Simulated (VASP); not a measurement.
# Te (Im-3m) in VASP: further runs

The runs below take Te through single point, with r2SCAN.

Program: VASP 6.6.1. These are calculated values, not measurements. Logs are shortened: lines on timing, memory, paths and dates and some standing lists are left out, and cuts for length are marked.

## 1. The cell of the first run

Symmetry: Im-3m, No. 229, cubic system. Conventional cell: a = 3.849 Å, b = 3.849 Å, c = 3.849 Å, α = 90.00°, β = 90.00°, γ = 90.00°. Within 4.4 Å of Te (site symmetry m-3m) lie 14 Te at 3.33 to 3.85 Å.

This isn't the form of Te at room conditions, which is trigonal, of chains.

## 2. Single point, r2SCAN

Input file POSCAR:

```
Te
1.0
   -1.9246244325      1.9246244325      1.9246244325
    1.9246244325     -1.9246244325      1.9246244325
    1.9246244325      1.9246244325     -1.9246244325
Te
1
Direct
    0.0000000000      0.0000000000      0.0000000000
```

Input file INCAR.step1:

```
PREC = Accurate
ENCUT = 520
ISMEAR = -1
SIGMA = 0.1
LREAL = False
LASPH = True
NELM = 100
NBANDS = 9
GGA = PE
ALGO = Normal
EDIFF = 1E-4
LWAVE = True
LCHARG = False
```

Input file INCAR.step2:

```
PREC = Accurate
ENCUT = 520
EDIFF = 1E-7
ISMEAR = -1
SIGMA = 0.1
LREAL = False
LASPH = True
NELM = 100
ALGO = Normal
ISIF = 2
LWAVE = False
LCHARG = True
METAGGA = R2SCAN
LMIXTAU = True
LELF = True
LVHAR = True
NBANDS = 9
ISTART = 1
```

Input file KPOINTS:

```
Automatic mesh
0
Gamma
  11 11 11
```

Potentials or basis: VASP PAW PBE potentials, release 64 (Te).

Launch:

```sh
cat potpaw_PBE.64/Te/POTCAR > POTCAR
cp INCAR.step1 INCAR
mpirun -np 1 vasp_std > vasp.out
cp INCAR.step2 INCAR
mpirun -np 1 vasp_std > vasp.out
```

OUTCAR:

```text
PREC = Accurate
   ENCUT = 520
   EDIFF = 1E-7
   ISMEAR = -1
   LREAL = False
   LASPH = True
   NELM = 100
   ISIF = 2
   METAGGA = R2SCAN
   ISTART = 1

 ion  position               nearest neighbor table
   1  0.000  0.000  0.000-

  LATTYP: Found a body centered cubic cell.
 ALAT       =     3.8492488650

  Lattice vectors:

 A1 = (  -1.9246244325,   1.9246244325,   1.9246244325)
 A2 = (   1.9246244325,  -1.9246244325,   1.9246244325)
 A3 = (   1.9246244325,   1.9246244325,  -1.9246244325)

Analysis of symmetry for initial positions (statically):
=====================================================================
 Subroutine PRICEL returns:
 Original cell was already a primitive cell.

 Routine SETGRP: Setting up the symmetry group for a
 body centered cubic supercell.

 Subroutine GETGRP returns: Found 48 space group operations
 (whereof 48 operations were pure point group operations)
 out of a pool of 48 trial point group operations.

The static configuration has the point symmetry O_h .

Analysis of symmetry for dynamics (positions and initial velocities):
=====================================================================
 Subroutine PRICEL returns:
 Original cell was already a primitive cell.

 Routine SETGRP: Setting up the symmetry group for a
 body centered cubic supercell.

 Subroutine GETGRP returns: Found 48 space group operations
 (whereof 48 operations were pure point group operations)
 out of a pool of 48 trial point group operations.

The dynamic configuration has the point symmetry O_h .

 Subroutine INISYM returns: Found 48 space group operations
 (whereof 48 operations are pure point group operations),
 and found     1 'primitive' translations

----------------------------------------------------------------------------------------

                                     Primitive cell

  volume of cell :      28.5166

  direct lattice vectors                    reciprocal lattice vectors
    -1.924624432  1.924624432  1.924624432     0.000000000  0.259790945  0.259790945
     1.924624432 -1.924624432  1.924624432     0.259790945  0.000000000  0.259790945
     1.924624432  1.924624432 -1.924624432     0.259790945  0.259790945  0.000000000

  length of vectors
     3.333547303  3.333547303  3.333547303     0.367399878  0.367399878  0.367399878

  position of ions in fractional coordinates (direct lattice)
     0.000000000  0.000000000  0.000000000

  ion indices of the primitive-cell ions
   primitive index   ion index
                 1           1

----------------------------------------------------------------------------------------

 KPOINTS: Automatic mesh

Automatic generation of k-mesh.
 Grid dimensions read from file:
 generate k-points for:   11   11   11

 Generating k-lattice:

  Cartesian coordinates                     Fractional coordinates (reciprocal lattice)
     0.000000000  0.023617359  0.023617359     0.090909091  0.000000000  0.000000000
     0.023617359  0.000000000  0.023617359     0.000000000  0.090909091  0.000000000
     0.023617359  0.023617359  0.000000000     0.000000000  0.000000000  0.090909091

  Length of vectors
     0.033399989  0.033399989  0.033399989

  Shift w.r.t. Gamma in fractional coordinates (k-lattice)
     0.000000000  0.000000000  0.000000000

 Subroutine IBZKPT returns following result:
 ===========================================

 Found     56 irreducible k-points:

 Following reciprocal coordinates:
            Coordinates               Weight
  0.000000  0.000000  0.000000      1.000000
  0.090909  0.000000  0.000000     12.000000
  0.181818  0.000000  0.000000     12.000000
  0.272727  0.000000  0.000000     12.000000
  0.363636  0.000000  0.000000     12.000000
  0.454545  0.000000  0.000000     12.000000
[... 16 lines left out ...]
  0.272727  0.181818  0.090909     48.000000
  0.363636  0.181818  0.090909     24.000000
 [... further k-points ...]
   k-points           NKPTS =     56   k-points in BZ     NKDIM =     56   number of bands    NBANDS=      9
   number of dos      NEDOS =    301   number of ions     NIONS =      1
   total plane-waves  NPLWV =  21952
   dimension x,y,z NGX =    28 NGY =   28 NGZ =   28
   dimension x,y,z NGXF=    56 NGYF=   56 NGZF=   56
   ions per type =               1
   NGX,Y,Z   is equivalent  to a cutoff of  13.96, 13.96, 13.96 a.u.
   NGXF,Y,Z  is equivalent  to a cutoff of  27.93, 27.93, 27.93 a.u.
 SYSTEM =  unknown system
   PREC   = accura    normal or accurate (medium, high low for compatibility)
   ISTART =      1    job   : 0-new  1-cont  2-samecut
   ICHARG =      0    charge: 1-file 2-atom 10-const
   ISPIN  =      1    spin polarized calculation?
   LNONCOLLINEAR =      F non collinear calculations
   LSORBIT =      F    spin-orbit coupling
   LASPH  =      T    aspherical Exc in radial PAW
   ENCUT  =  520.0 eV  38.22 Ry    6.18 a.u.   6.20  6.20  6.20*2*pi/ulx,y,z
   NELM   =    100;   NELMIN=  2; NELMDL=  0     # of ELM steps
   EDIFF  = 0.1E-06   stopping-criterion for ELM
   LREAL  =      F    real-space projection
   EDIFFG = 0.1E-05   stopping-criterion for IOM
   NSW    =      0    number of steps for IOM
   IBRION =     -1    ionic relax: 0-MD 1-quasi-New 2-CG
   NFREE  =      0    steps in history (QN), initial steepest desc. (CG)
   ISIF   =      2    stress and relaxation
   ISYM   =      2    0-nonsym 1-usesym 2-fastsym
   POTIM  = 0.5000    time-step for ionic-motion
   TEBEG  =    0.0;   TEEND  =   0.0 temperature during run
   PSTRESS=    0.0 pullay stress
   NELECT =       6.0000    total number of electrons
   NUPDOWN=      -1.0000    fix difference up-down
   EMIN   =  10.00;   EMAX   =-10.00  energy-range for DOS
   EFERMI =   0.00;   METHOD = LEGACY
   ISMEAR =    -1;   SIGMA  =   0.10  broadening in eV -4-tet -1-fermi 0-gaus
   EFERMI_NEDOS =   21; number of points for ismear=-14 and -15
   IALGO  =     38    algorithm
   IMIX   =      4    mixing-type and parameters
     AMIX     =   0.40;   BMIX     =  1.00
     AMIX_MAG =   1.60;   BMIX_MAG =  1.00
  volume/ion in A,a.u.               =      28.52       192.44
  Fermi-wavevector in a.u.,A,eV,Ry     =   0.973702  1.840029 12.899615  0.948095
  Thomas-Fermi vector in A             =   2.104102
   LORBIT       =      0    0 simple, 1 ext, 2 COOP (PROOUT), +10 PAW based schemes
   METAGGA = R2SCAN    functional components
   LHFCALC =     F    Hartree Fock is set to
   AEXX    =    0.0000 exact exchange contribution
   IVDW    =     0    specifies the selected vdW correction
   LEPSILON=     F    determine dielectric tensor
   LRPA    =     F    only Hartree local field effects (RPA)
 non-spin polarized calculation
  energy-cutoff  :      520.00
  volume of cell :       28.52
 maximum number of plane-waves:       778
 NGX is ok and might be reduce to    28
   NGX = 13   NGY = 13   NGZ = 13

 number of electron       6.0000000 magnetization

 Free energy of the ion-electron system (eV)
  ---------------------------------------------------
  ext. energy  EPLUGINS =         0.00000000
  ---------------------------------------------------
  free energy    TOTEN  =       -25.01843507 eV

  energy without entropy =      -24.98779537  energy(sigma->0) =      -25.00311522

 E-fermi :   7.7871     XC(G=0): -10.5389

 val. band max:        7.7155013587   @ k =   0.4545   0.0000   0.0000
 cond. band min:       7.8365439683   @ k =   0.2727   0.0909   0.0000
 fundamental gap:      0.1210426096
 Fermi energy:         7.7871316606

 k-point     1 :       0.0000    0.0000    0.0000
  band No.  band energies     occupation
      1      -6.7332      2.00000
      2      10.8122      0.00000
      3      10.8122      0.00000
      4      10.8122      0.00000
      5      17.9714      0.00000
      6      17.9714      0.00000
      7      17.9714      0.00000
      8      18.7489      0.00000
      9      20.5597      0.00000

 k-point     2 :       0.0909    0.0000    0.0000
  band No.  band energies     occupation
      1      -6.5755      2.00000
      2       9.7804      0.00000
      3      10.4170      0.00000
      4      10.7397      0.00000
      5      17.2989      0.00000
      6      17.3696      0.00000
      7      18.6377      0.00000
      8      19.4096      0.00000
      9      19.6783      0.00000

 k-point     3 :       0.1818    0.0000    0.0000
  band No.  band energies     occupation
      1      -6.1102      2.00000
      2       7.6086      1.71270
      3       9.5661      0.00000
      4      10.5398      0.00000
      5      16.0411      0.00000
      6      16.2800      0.00000
      7      19.3433      0.00000
      8      19.6250      0.00000
      9      20.2987      0.00000

 k-point     4 :       0.2727    0.0000    0.0000
  band No.  band energies     occupation
      1      -5.3692      2.00000
      2       5.2559      2.00000
      3       8.7055      0.00021
      4      10.2717      0.00000
      5      14.9581      0.00000
      6      15.4430      0.00000
      7      19.5958      0.00000
      8      20.2737      0.00000
      9      22.4964      0.00000

 k-point     5 :       0.3636    0.0000    0.0000
  band No.  band energies     occupation
      1      -4.4487      2.00000
      2       3.1608      2.00000
      3       8.0574      0.12567
      4      10.0246      0.00000
      5      14.2437      0.00000
      6      14.8708      0.00000
      7      20.3456      0.00000
      8      21.2303      0.00000
      9      24.9870      0.00000

 k-point     6 :       0.4545    0.0000    0.0000
  band No.  band energies     occupation
      1      -3.6567      2.00000
      2       1.7587      2.00000
      3       7.7155      1.34358
      4       9.8791      0.00000
      5      13.8913      0.00000
      6      14.5822      0.00000
      7      21.3532      0.00000
      8      22.4401      0.00000
      9      23.7591      0.00000
[... 169 lines left out ...]
 k-point    21 :      -0.0909    0.0909    0.0909
  band No.  band energies     occupation
      1      -6.4184      2.00000
      2       9.5184      0.00000
      3      10.0150      0.00000
      4      10.0150      0.00000
      5      17.4946      0.00000
      6      17.7599      0.00000
      7      17.7599      0.00000
      8      18.2401      0.00000
      9      19.7597      0.00000

 k-point    22 :       0.1818    0.1818    0.0909
  band No.  band energies     occupation
      1      -4.3224      2.00000
      2       3.8489      2.00000
      3       6.6139      1.99998
      4       7.9141      0.43847
      5      16.9470      0.00000
      6      17.9234      0.00000
      7      20.7998      0.00000
      8      20.8933      0.00000
      9      22.3342      0.00000

 k-point    23 :       0.2727    0.1818    0.0909
  band No.  band energies     occupation
      1      -3.5406      2.00000
      2       2.8558      2.00000
      3       5.4916      2.00000
      4       7.4697      1.91973
      5      17.0799      0.00000
      6      18.4648      0.00000
      7      21.2556      0.00000
      8      22.5538      0.00000
      9      23.6701      0.00000

 k-point    24 :       0.3636    0.1818    0.0909
  band No.  band energies     occupation
      1      -3.1669      2.00000
      2       2.3926      2.00000
      3       5.1103      2.00000
      4       7.3274      1.98004
      5      17.0832      0.00000
      6      18.6012      0.00000
      7      22.0779      0.00000
      8      22.3169      0.00000
      9      24.5983      0.00000

 [... further k-points ...]

------------------------ aborting loop because EDIFF is reached ----------------------------------------

  FORCE on cell =-STRESS in cart. coord.  units (eV):
  Direction    XX          YY          ZZ          XY          YZ          ZX
  --------------------------------------------------------------------------------------
  -------------------------------------------------------------------------------------
  Total       -0.0079813     -0.0079813     -0.0079813      0.0000000     -0.0000000      0.0000000
  in kB       -0.4484235     -0.4484235     -0.4484235      0.0000000     -0.0000000      0.0000000
  external PRESSURE =      -0.4484235 kB  Pullay stress =       0.0000000 kB

 VOLUME and BASIS-vectors are now :
 -----------------------------------------------------------------------------
  energy-cutoff  :      520.00
  volume of cell :       28.52
      direct lattice vectors                 reciprocal lattice vectors
    -1.924624432  1.924624432  1.924624432     0.000000000  0.259790945  0.259790945
     1.924624432 -1.924624432  1.924624432     0.259790945  0.000000000  0.259790945
     1.924624432  1.924624432 -1.924624432     0.259790945  0.259790945  0.000000000

 POSITION                                       TOTAL-FORCE (eV/Angst)
 -----------------------------------------------------------------------------------
      0.00000      0.00000      0.00000        -0.000000      0.000000      0.000000
 -----------------------------------------------------------------------------------
    total drift:                               -0.000000      0.000000      0.000000

  FREE ENERGIE OF THE ION-ELECTRON SYSTEM (eV)
  ---------------------------------------------------
  free  energy   TOTEN  =       -25.0184350731 eV

  energy  without entropy=      -24.9877953694  energy(sigma->0) =      -25.00311522
```

Wall time 27 s (1 thread of Intel Xeon 6975P-C (Granite Rapids), shared host); peak memory 0.16 GiB.

Results:

```yaml
Free_energy: -25.0184 eV
Pressure: 0.0 GPa
Band_gap_on_the_k_mesh: zero (bands 3 and 4 overlap by 6.19 eV)
```

Levels at points of the mesh, in eV from the Fermi level:
```tsv
k point	band 1	band 2	band 3	band 4	band 5	band 6
(0.00, 0.00, 0.00)	-14.52	3.03	3.03	3.03	10.18	10.18
```

Caveat: the PAW data sets were made with another functional, which shifts forces and pressure a little; spin-orbit coupling is left out, which moves the levels of the heavy elements.

## 3. Single point, r2SCAN (25.09 Å³/atom)

This run uses another cell than the first one, of 25.09 Å³/atom.

Input file POSCAR:

```
Te
1.0
   -1.8443367447      1.8443367447      1.8443367447
    1.8443367447     -1.8443367447      1.8443367447
    1.8443367447      1.8443367447     -1.8443367447
Te
1
Direct
    0.0000000000      0.0000000000      0.0000000000
```

Input file INCAR.step1:

```
SYSTEM = Te
  PREC = Accurate
  ENCUT = 520
  ISMEAR = -1
  SIGMA = 0.1
  LREAL = .FALSE.
  LASPH = .TRUE.
  NELM = 60
  NBANDS = 9
  GGA = PE
  ALGO = Normal
  EDIFF = 1E-4
  LWAVE = .TRUE.
  LCHARG = .FALSE.
```

Input file INCAR.step2:

```
SYSTEM = Te
  PREC = Accurate
  ENCUT = 520
  EDIFF = 1E-6
  ISMEAR = -1
  SIGMA = 0.1
  LREAL = .FALSE.
  LASPH = .TRUE.
  NELM = 60
  ALGO = Normal
  ISIF = 2
  LWAVE = .FALSE.
  LCHARG = .FALSE.
  METAGGA = R2SCAN
  LMIXTAU = .TRUE.
  NBANDS = 9
  ISTART = 1
```

Input file KPOINTS:

```
Automatic mesh
0
G
  13 13 13
  0 0 0
```

Potentials or basis: VASP PAW PBE potentials, release 64 (Te).

Launch:

```sh
cat potpaw_PBE.64/Te/POTCAR > POTCAR
cp INCAR.step1 INCAR
mpirun -np 1 vasp_std > vasp.out
cp INCAR.step2 INCAR
mpirun -np 1 vasp_std > vasp.out
```

Run time: 18 s. Hardware: 1 thread of Intel Xeon 6975P-C (Granite Rapids), shared host; peak memory 0.15 GiB.

The run converged. Its results:

- Free energy: -24.9430 eV
- Pressure: 10.1 GPa
- Band gap on the k mesh: zero (bands 3 and 4 overlap by 7.57 eV)

Levels at points of the mesh, in eV from the Fermi level:
| k point | band 1 | band 2 | band 3 | band 4 | band 5 | band 6 |
| --- | --- | --- | --- | --- | --- | --- |
| (0.00, 0.00, 0.00) | -15.58 | 3.89 | 3.89 | 3.89 | 10.56 | 10.56 |

Caveat: the cell stands under pressure; the PAW data sets were made with another functional, which shifts forces and pressure a little; spin-orbit coupling is left out, which moves the levels of the heavy elements.

## 4. Single point, r2SCAN (26.24 Å³/atom)

This run uses another cell than the first one, of 26.24 Å³/atom.

Input file POSCAR:

```
Te
1.0
   -1.8718682178      1.8718682178      1.8718682178
    1.8718682178     -1.8718682178      1.8718682178
    1.8718682178      1.8718682178     -1.8718682178
Te
1
Direct
    0.0000000000      0.0000000000      0.0000000000
```

Input file INCAR.step1:

```
ALGO = Normal
EDIFF = 1E-4
ENCUT = 520
GGA = PE
ISMEAR = -1
LASPH = T
LCHARG = F
LREAL = F
LWAVE = T
NBANDS = 9
NELM = 80
PREC = Accurate
SIGMA = 0.1
```

Input file INCAR.step2:

```
ALGO = Normal
EDIFF = 1E-6
ENCUT = 520
ISIF = 2
ISMEAR = -1
ISTART = 1
LASPH = T
LCHARG = F
LMIXTAU = T
LREAL = F
LWAVE = F
METAGGA = R2SCAN
NBANDS = 9
NELM = 80
PREC = Accurate
SIGMA = 0.1
```

Input file KPOINTS:

```
k-points
0
Gamma
  13 13 13
```

Launch:

```sh
cat potpaw_PBE.64/Te/POTCAR > POTCAR
cp INCAR.step1 INCAR
mpirun -np 1 vasp_std > vasp.out
cp INCAR.step2 INCAR
mpirun -np 1 vasp_std > vasp.out
```

Run time: 20 s. Hardware: 1 thread of Intel Xeon 6975P-C (Granite Rapids), shared host; peak memory 0.15 GiB.

The run converged. Its results:

```
Free energy            : -24.9996 eV
Pressure               : 6.0 GPa
Band gap on the k mesh : zero (bands 3 and 4 overlap by 7.05 eV)
```

Levels at points of the mesh, in eV from the Fermi level:
```
           k point  band 1  band 2  band 3  band 4  band 5  band 6
(0.00, 0.00, 0.00)  -15.17    3.60    3.60    3.60   10.45   10.45
```

Caveat: the cell stands under pressure; the PAW data sets were made with another functional, which shifts forces and pressure a little; spin-orbit coupling is left out, which moves the levels of the heavy elements.

## 5. Single point, r2SCAN (27.38 Å³/atom)

This run uses another cell than the first one, of 27.38 Å³/atom.

Input file POSCAR:

```
Te
1.0
   -1.8986128056      1.8986128056      1.8986128056
    1.8986128056     -1.8986128056      1.8986128056
    1.8986128056      1.8986128056     -1.8986128056
Te
1
Direct
    0.0000000000      0.0000000000      0.0000000000
```

Input file INCAR.step1:

```
SYSTEM = Te
  PREC = Accurate
  ENCUT = 520
  ISMEAR = -1
  SIGMA = 0.1
  LREAL = .FALSE.
  LASPH = .TRUE.
  NELM = 80
  NBANDS = 9
  GGA = PE
  ALGO = Normal
  EDIFF = 1E-4
  LWAVE = .TRUE.
  LCHARG = .FALSE.
```

Input file INCAR.step2:

```
SYSTEM = Te
  PREC = Accurate
  ENCUT = 520
  EDIFF = 1E-6
  ISMEAR = -1
  SIGMA = 0.1
  LREAL = .FALSE.
  LASPH = .TRUE.
  NELM = 80
  ALGO = Normal
  ISIF = 2
  LWAVE = .FALSE.
  LCHARG = .TRUE.
  METAGGA = R2SCAN
  LMIXTAU = .TRUE.
  LELF = .TRUE.
  LVHAR = .TRUE.
  NBANDS = 9
  ISTART = 1
```

Input file KPOINTS:

```
regular mesh
0
G
  13 13 13
  0 0 0
```

Launch:

```sh
cat potpaw_PBE.64/Te/POTCAR > POTCAR
cp INCAR.step1 INCAR
mpirun -np 1 vasp_std > vasp.out
cp INCAR.step2 INCAR
mpirun -np 1 vasp_std > vasp.out
```

It took 19 s on 1 thread of Intel Xeon 6975P-C (Granite Rapids), shared host; peak memory 0.15 GiB.

Results (log left out):

```yaml
Free_energy: -25.0297 eV
Pressure: 2.7 GPa
Band_gap_on_the_k_mesh: zero (bands 3 and 4 overlap by 6.60 eV)
```

Levels at points of the mesh, in eV from the Fermi level:
| k point | band 1 | band 2 | band 3 | band 4 | band 5 | band 6 | band 7 |
| --- | --- | --- | --- | --- | --- | --- | --- |
| (0.00, 0.00, 0.00) | -14.79 | 3.33 | 3.33 | 3.33 | 10.34 | 10.34 | 10.34 |

Caveat: the PAW data sets were made with another functional, which shifts forces and pressure a little; spin-orbit coupling is left out, which moves the levels of the heavy elements.

[end of part 1 of 2]
